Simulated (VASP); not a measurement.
# Ti (P6_3/mmc) in VASP: notebook

The runs below take Ti through relaxation of cell and atoms, with PBE.

All numbers are computed with VASP 6.6.1; they aren't measurements. Logs are shortened: lines on timing, memory, paths and dates and some standing lists are left out, and cuts for length are marked.

**1. The cell of the first run**

It takes space group P6_3/mmc (No. 194, hexagonal). The conventional cell has a = 2.325 Å, b = 2.325 Å, c = 4.363 Å, α = 90.00°, β = 90.00°, γ = 120.00°. Within 3.1 Å of Ti (site symmetry -6m2) lie 12 Ti at 2.32 to 2.56 Å.

**2. Relaxation of cell and atoms, PBE, target pressure 130 GPa, at which the enthalpy is minimised**

The input, INCAR:

```
PREC = Accurate
ENCUT = 600
EDIFF = 1E-6
ISMEAR = -1
SIGMA = 0.1
LREAL = F
LASPH = T
NELM = 100
ALGO = Normal
ISIF = 3
LWAVE = F
LCHARG = F
GGA = PE
IBRION = 2
NSW = 32
EDIFFG = -0.005
PSTRESS = 1300.0
```

The input, KPOINTS:

```
regular mesh
0
Gamma
  18 18 10
```

The input, POSCAR:

```
Ti
1.0
    2.3249502133      0.0000000000      0.0000000000
   -1.1624751066      2.0134659472      0.0000000000
    0.0000000000      0.0000000000      4.3633454810
Ti
2
Direct
    0.3333333333      0.6666666667      0.2500000000
    0.6666666667      0.3333333333      0.7500000000
```

Potentials or basis: VASP PAW PBE potentials, release 64 (Ti_sv).

On the command line:

```sh
$ cat potpaw_PBE.64/Ti_sv/POTCAR > POTCAR
$ mpirun -np 1 vasp_std > vasp.out
```

OUTCAR:

```text
PREC = Accurate
   ENCUT = 600
   EDIFF = 1E-6
   ISMEAR = -1
   LREAL = F
   LASPH = T
   NELM = 100
   ISIF = 3
   GGA = PE
   IBRION = 2
   NSW = 32
   EDIFFG = -0.005
   PSTRESS = 1300.0

 ion  position               nearest neighbor table
   1  0.333  0.667  0.250-   2 2.56   2 2.56   2 2.56   2 2.56   2 2.56   2 2.56
   2  0.667  0.333  0.750-   1 2.56   1 2.56   1 2.56   1 2.56   1 2.56   1 2.56

  LATTYP: Found a hexagonal cell.
 ALAT       =     2.3249502133
 C/A-ratio  =     1.8767479218

  Lattice vectors:

 A1 = (   2.3249502133,   0.0000000000,   0.0000000000)
 A2 = (  -1.1624751066,   2.0134659472,   0.0000000000)
 A3 = (   0.0000000000,   0.0000000000,   4.3633454810)

Analysis of symmetry for initial positions (statically):
=====================================================================
 Subroutine PRICEL returns:
 Original cell was already a primitive cell.

 Routine SETGRP: Setting up the symmetry group for a
 hexagonal supercell.

 Subroutine GETGRP returns: Found 24 space group operations
 (whereof 12 operations were pure point group operations)
 out of a pool of 24 trial point group operations.

The static configuration has the point symmetry D_3d.
 The point group associated with its full space group is D_6h.

Analysis of symmetry for dynamics (positions and initial velocities):
=====================================================================
 Subroutine PRICEL returns:
 Original cell was already a primitive cell.

 Routine SETGRP: Setting up the symmetry group for a
 hexagonal supercell.

 Subroutine GETGRP returns: Found 24 space group operations
 (whereof 12 operations were pure point group operations)
 out of a pool of 24 trial point group operations.

The dynamic configuration has the point symmetry D_3d.
 The point group associated with its full space group is D_6h.

 Subroutine INISYM returns: Found 24 space group operations
 (whereof 12 operations are pure point group operations),
 and found     1 'primitive' translations

----------------------------------------------------------------------------------------

                                     Primitive cell

  volume of cell :      20.4257

  direct lattice vectors                    reciprocal lattice vectors
     2.324950213  0.000000000  0.000000000     0.430116737  0.248328014  0.000000000
    -1.162475107  2.013465947  0.000000000     0.000000000  0.496656028  0.000000000
     0.000000000  0.000000000  4.363345481     0.000000000  0.000000000  0.229181944

  length of vectors
     2.324950213  2.324950213  4.363345481     0.496656028  0.496656028  0.229181944

  position of ions in fractional coordinates (direct lattice)
     0.333333333  0.666666667  0.250000000
     0.666666667  0.333333333  0.750000000

  ion indices of the primitive-cell ions
   primitive index   ion index
                 1           1
                 2           2

----------------------------------------------------------------------------------------

 KPOINTS: regular mesh

Automatic generation of k-mesh.
 Grid dimensions read from file:
 generate k-points for:   18   18   10

 Generating k-lattice:

  Cartesian coordinates                     Fractional coordinates (reciprocal lattice)
     0.023895374  0.013796001  0.000000000     0.055555556  0.000000000  0.000000000
     0.000000000  0.027592002  0.000000000     0.000000000  0.055555556  0.000000000
     0.000000000  0.000000000  0.022918194     0.000000000  0.000000000  0.100000000

  Length of vectors
     0.027592002  0.027592002  0.022918194

  Shift w.r.t. Gamma in fractional coordinates (k-lattice)
     0.000000000  0.000000000  0.000000000

 Subroutine IBZKPT returns following result:
 ===========================================

 Found    222 irreducible k-points:

 Following reciprocal coordinates:
            Coordinates               Weight
  0.000000  0.000000  0.000000      1.000000
  0.055556  0.000000  0.000000      6.000000
  0.111111  0.000000  0.000000      6.000000
  0.166667  0.000000  0.000000      6.000000
  0.222222  0.000000  0.000000      6.000000
  0.277778  0.000000  0.000000      6.000000
[... 16 lines left out ...]
  0.333333  0.111111  0.000000     12.000000
  0.388889  0.111111  0.000000     12.000000
 [... further k-points ...]
   k-points           NKPTS =    222   k-points in BZ     NKDIM =    222   number of bands    NBANDS=     16
   number of dos      NEDOS =    301   number of ions     NIONS =      2
   total plane-waves  NPLWV =  14400
   dimension x,y,z NGX =    20 NGY =   20 NGZ =   36
   dimension x,y,z NGXF=    40 NGYF=   40 NGZF=   72
   ions per type =               2
   NGX,Y,Z   is equivalent  to a cutoff of  14.30, 14.30, 13.72 a.u.
   NGXF,Y,Z  is equivalent  to a cutoff of  28.60, 28.60, 27.43 a.u.
 SYSTEM =  unknown system
   PREC   = accura    normal or accurate (medium, high low for compatibility)
   ISTART =      0    job   : 0-new  1-cont  2-samecut
   ICHARG =      2    charge: 1-file 2-atom 10-const
   ISPIN  =      1    spin polarized calculation?
   LNONCOLLINEAR =      F non collinear calculations
   LSORBIT =      F    spin-orbit coupling
   LASPH  =      T    aspherical Exc in radial PAW
   ENCUT  =  600.0 eV  44.10 Ry    6.64 a.u.   4.64  4.64  8.71*2*pi/ulx,y,z
   NELM   =    100;   NELMIN=  2; NELMDL= -5     # of ELM steps
   EDIFF  = 0.1E-05   stopping-criterion for ELM
   LREAL  =      F    real-space projection
   EDIFFG = -.5E-02   stopping-criterion for IOM
   NSW    =     32    number of steps for IOM
   IBRION =      2    ionic relax: 0-MD 1-quasi-New 2-CG
   NFREE  =      1    steps in history (QN), initial steepest desc. (CG)
   ISIF   =      3    stress and relaxation
   ISYM   =      2    0-nonsym 1-usesym 2-fastsym
   POTIM  = 0.5000    time-step for ionic-motion
   TEBEG  =    0.0;   TEEND  =   0.0 temperature during run
   PSTRESS= 1300.0 pullay stress
   NELECT =      24.0000    total number of electrons
   NUPDOWN=      -1.0000    fix difference up-down
   EMIN   =  10.00;   EMAX   =-10.00  energy-range for DOS
   EFERMI =   0.00;   METHOD = LEGACY
   ISMEAR =    -1;   SIGMA  =   0.10  broadening in eV -4-tet -1-fermi 0-gaus
   EFERMI_NEDOS =   21; number of points for ismear=-14 and -15
   IALGO  =     38    algorithm
   IMIX   =      4    mixing-type and parameters
     AMIX     =   0.40;   BMIX     =  1.00
     AMIX_MAG =   1.60;   BMIX_MAG =  1.00
  volume/ion in A,a.u.               =      10.21        68.92
  Fermi-wavevector in a.u.,A,eV,Ry     =   1.727505  3.264512 40.603522  2.984275
  Thomas-Fermi vector in A             =   2.802616
   LORBIT       =      0    0 simple, 1 ext, 2 COOP (PROOUT), +10 PAW based schemes
   GGA     = PE    functional components
   LHFCALC =     F    Hartree Fock is set to
   AEXX    =    0.0000 exact exchange contribution
   IVDW    =     0    specifies the selected vdW correction
   LEPSILON=     F    determine dielectric tensor
   LRPA    =     F    only Hartree local field effects (RPA)
 conjugate gradient relaxation of ions
 non-spin polarized calculation
  energy-cutoff  :      600.00
  volume of cell :       20.43
 maximum number of plane-waves:       702
 NGX is ok and might be reduce to    20
   NGX =  9   NGY =  9   NGZ = 17

--------------------------------------- Ionic step        1  -------------------------------------------

 number of electron      24.0000006 magnetization

 Free energy of the ion-electron system (eV)
  ---------------------------------------------------
  ext. energy  EPLUGINS =         0.00000000
  ---------------------------------------------------
  free energy    TOTEN  =       -11.51871233 eV

  energy without entropy =      -11.48074746  energy(sigma->0) =      -11.49972989

------------------------ aborting loop because EDIFF is reached ----------------------------------------

  FORCE on cell =-STRESS in cart. coord.  units (eV):
  Direction    XX          YY          ZZ          XY          YZ          ZX
  --------------------------------------------------------------------------------------
  -------------------------------------------------------------------------------------
  Total       16.6057114     16.6057114     16.2228463      0.0000000      0.0000000      0.0000000
  in kB     1302.5383600   1302.5383600   1272.5067335      0.0000000      0.0000000      0.0000000
  external PRESSURE =      -7.4721822 kB  Pullay stress =    1300.0000000 kB

 VOLUME and BASIS-vectors are now :
 -----------------------------------------------------------------------------
  energy-cutoff  :      600.00
  volume of cell :       20.43
      direct lattice vectors                 reciprocal lattice vectors
     2.324950213  0.000000000  0.000000000     0.430116737  0.248328014  0.000000000
    -1.162475107  2.013465947  0.000000000     0.000000000  0.496656028  0.000000000
     0.000000000  0.000000000  4.363345481     0.000000000  0.000000000  0.229181944
[... 236 lines left out ...]
  FREE ENERGIE OF THE ION-ELECTRON SYSTEM (eV)
  ---------------------------------------------------
  free  energy   TOTEN  =       -11.5219188253 eV

  energy  without entropy=      -11.4815892728  energy(sigma->0) =      -11.50175405

  enthalpy is  TOTEN    =         5.0521774493 eV   P V=       16.5740962747

--------------------------------------- Ionic step        8  -------------------------------------------

 number of electron      24.0000003 magnetization

 Free energy of the ion-electron system (eV)
  ---------------------------------------------------
  ext. energy  EPLUGINS =         0.00000000
  ---------------------------------------------------
  free energy    TOTEN  =       -11.51770581 eV

  energy without entropy =      -11.47745917  energy(sigma->0) =      -11.49758249

 E-fermi :  15.0879     XC(G=0): -14.2418

 val. band max:       15.0768669885   @ k =   0.1667   0.0556   0.3000
 cond. band min:      15.1152778337   @ k =   0.1667   0.1667   0.5000
 fundamental gap:      0.0384108452
 Fermi energy:        15.0878643505

 k-point     1 :       0.0000    0.0000    0.0000
  band No.  band energies     occupation
      1     -41.4112      2.00000
      2     -40.8323      2.00000
      3     -18.5993      2.00000
      4     -16.0238      2.00000
      5     -15.6146      2.00000
      6     -15.6146      2.00000
[... 8 lines left out ...]
     15      16.9231      0.00000
     16      17.1078      0.00000
[... 419 lines left out ...]
 k-point    24 :       0.3889    0.1111    0.0000
  band No.  band energies     occupation
      1     -40.3731      2.00000
      2     -40.1831      2.00000
      3     -18.7272      2.00000
      4     -18.3696      2.00000
      5     -17.1248      2.00000
      6     -16.6573      2.00000
[... 8 lines left out ...]
     15      16.8810      0.00000
     16      20.7428      0.00000

 [... further k-points ...]

------------------------ aborting loop because EDIFF is reached ----------------------------------------

  FORCE on cell =-STRESS in cart. coord.  units (eV):
  Direction    XX          YY          ZZ          XY          YZ          ZX
  --------------------------------------------------------------------------------------
  -------------------------------------------------------------------------------------
  Total       16.5671378     16.5671378     16.5673860      0.0000000      0.0000000      0.0000000
  in kB     1299.7845947   1299.7845945   1299.8040682      0.0000001      0.0000000      0.0000000
  external PRESSURE =      -0.2089142 kB  Pullay stress =    1300.0000000 kB

 VOLUME and BASIS-vectors are now :
 -----------------------------------------------------------------------------
  energy-cutoff  :      600.00
  volume of cell :       20.42
      direct lattice vectors                 reciprocal lattice vectors
     2.339775599  0.000000000  0.000000000     0.427391413  0.246754547 -0.000000000
    -1.169887800  2.026305108  0.000000000    -0.000000000  0.493509095 -0.000000000
    -0.000000000  0.000000000  4.307324936    -0.000000000 -0.000000000  0.232162657

 POSITION                                       TOTAL-FORCE (eV/Angst)
 -----------------------------------------------------------------------------------
     -0.00000      1.35087      1.07683        -0.000000     -0.000000      0.000000
      1.16989      0.67544      3.23049         0.000000      0.000000      0.000000
 -----------------------------------------------------------------------------------
    total drift:                                0.000000     -0.000000      0.000000

  FREE ENERGIE OF THE ION-ELECTRON SYSTEM (eV)
  ---------------------------------------------------
  free  energy   TOTEN  =       -11.5177058064 eV

  energy  without entropy=      -11.4774591692  energy(sigma->0) =      -11.49758249

  enthalpy is  TOTEN    =         5.0521775804 eV   P V=       16.5698833869

 reached required accuracy - stopping structural energy minimisation
```

It took 3.2 min on 1 thread of AMD EPYC 9R45 (Zen 5), shared host; peak memory 0.18 GiB.

What came out:

```
Free energy                                                : -11.5177 eV
Relaxed volume                                             : 10.21 Å³/atom
Relaxed cell                                               : a = 2.340 Å, b = 2.340 Å, c = 4.307 Å, α = 90.00°, β = 90.00°, γ = 120.00°
Space group after relaxing (to 0.1 Å)                      : P6_3/mmc (No. 194)
Energy change on relaxing (the run minimises the enthalpy) : +0.5 meV/atom
Ionic steps                                                : 8
Pressure after relaxing                                    : 130.0 GPa
Band gap on the k mesh                                     : zero (bands 12 and 13 overlap by 1.61 eV)
```

Step by step:
```tsv
step	energy change (eV)	largest force (eV/Å)	pressure (GPa)	volume (Å³)
1	0.0000	0.0000	129.25	20.43
2	0.1136	0.0000	132.78	20.28
3	0.0777	0.0000	131.60	20.33
4	0.0431	0.0000	131.08	20.37
5	0.0165	0.0000	130.50	20.40
6	-0.0352	0.0000	129.39	20.47
7	-0.0032	0.0000	129.77	20.43
8	0.0010	0.0000	129.98	20.42
```

Final structure:
```
CELL_PARAMETERS angstrom
2.33978 0.00000 0.00000
-1.16989 2.02631 0.00000
0.00000 0.00000 4.30732
ATOMIC_POSITIONS crystal
Ti 0.33333 0.66667 0.25000
Ti 0.66667 0.33333 0.75000
```

Caveat: the cell is relaxed towards a set pressure, so the run minimises the enthalpy, not the energy.

**3. Relaxation of cell and atoms, PBE, target pressure 130 GPa, at which the enthalpy is minimised**

This run uses another cell than the first one, of 10.35 Å³/atom.

The input, INCAR:

```
SYSTEM = Ti
  ALGO = Normal
  EDIFF = 1E-6
  EDIFFG = -0.005
  ENCUT = 600
  GGA = PE
  IBRION = 2
  ISIF = 3
  ISMEAR = -1
  LASPH = .True.
  LCHARG = .False.
  LREAL = .False.
  LWAVE = .False.
  NELM = 100
  NSW = 60
  PREC = Accurate
  PSTRESS = 1300.0
  SIGMA = 0.1
```

The input, KPOINTS:

```
k-points
0
Gamma
  18 18 10
  0 0 0
```

The input, POSCAR:

```
Ti
1.0
    2.4527028481      0.0000000000      0.0000000000
   -1.2263514240      2.1241029744      0.0000000000
    0.0000000000      0.0000000000      3.9733786139
Ti
2
Direct
    0.3333333333      0.6666666667      0.2500000000
    0.6666666667      0.3333333333      0.7500000000
```

Potentials or basis: VASP PAW PBE potentials, release 64 (Ti_sv).

On the command line:

```sh
$ cat potpaw_PBE.64/Ti_sv/POTCAR > POTCAR
$ mpirun -np 1 vasp_std > vasp.out
```

It took 5.8 min on 1 thread of AMD EPYC 9R45 (Zen 5), shared host; peak memory 0.18 GiB.

The run converged. Its results:

```
Free energy                                                : -11.5268 eV
Relaxed volume                                             : 10.22 Å³/atom
Relaxed cell                                               : a = 2.341 Å, b = 2.341 Å, c = 4.306 Å, α = 90.00°, β = 90.00°, γ = 120.00°
Space group after relaxing (to 0.1 Å)                      : P6_3/mmc (No. 194)
Energy change on relaxing (the run minimises the enthalpy) : +78.3 meV/atom
Ionic steps                                                : 17
Pressure after relaxing                                    : 130.0 GPa
Band gap on the k mesh                                     : zero (bands 12 and 13 overlap by 1.61 eV)
```

Step by step:
| step | energy change (eV) | largest force (eV/Å) | pressure (GPa) | volume (Å³) |
| --- | --- | --- | --- | --- |
| 1 | 0.0000 | 0.0000 | 131.02 | 20.70 |
| 2 | -0.1769 | 0.0000 | 125.22 | 20.89 |
| 3 | -0.2875 | 0.0000 | 121.32 | 21.02 |
| 4 | -0.2169 | 0.0000 | 122.73 | 20.92 |
| 5 | 0.0065 | 0.0000 | 127.07 | 20.63 |
| 6 | 0.5236 | 0.0000 | 138.52 | 20.00 |
| 7 | 0.1731 | 0.0000 | 130.63 | 20.41 |
| 8 | 0.2122 | 0.0000 | 131.54 | 20.36 |
| 9 | 0.2012 | 0.0000 | 131.33 | 20.38 |
| 10 | 0.1883 | 0.0000 | 130.80 | 20.39 |
| 11 | 0.1746 | 0.0000 | 130.26 | 20.41 |
| 12 | 0.1753 | 0.0000 | 130.25 | 20.41 |
| 13 | 0.1791 | 0.0000 | 130.36 | 20.40 |
| 14 | 0.1758 | 0.0000 | 130.34 | 20.41 |
| 15 | 0.1666 | 0.0000 | 130.12 | 20.42 |
| 16 | 0.1633 | 0.0000 | 130.08 | 20.42 |
| 17 | 0.1567 | 0.0000 | 130.01 | 20.43 |

Final structure:
```yaml
crystal:
  lattice:
    - [2.34087, 0.00000, 0.00000]
    - [-1.17043, 2.02725, 0.00000]
    - [0.00000, 0.00000, 4.30559]
  atoms:
    - { symbol: Ti, position: [0.33333, 0.66667, 0.25000] }
    - { symbol: Ti, position: [0.66667, 0.33333, 0.75000] }
```

Levels at points of the mesh, in eV from the Fermi level:
```
           k point  band 9  band 10  band 11  band 12  band 13  band 14  band 15  band 16
(0.00, 0.00, 0.00)   -6.43    -3.56    -0.42     1.25     1.25     1.83     1.83     2.02
(0.50, 0.00, 0.00)   -4.12    -4.01    -3.20     0.12     1.56     1.75     1.81     6.12
(0.00, 0.00, 0.50)   -4.04    -4.04    -0.76    -0.76     1.34     1.34     1.34     1.34
(0.50, 0.00, 0.50)   -4.37    -4.37    -2.47    -2.47     3.62     3.62     4.20     4.20
```

Caveat: the cell is relaxed towards a set pressure, so the run minimises the enthalpy, not the energy.

The gap in the log of VASP goes by the Fermi energy; the results here count the filled bands.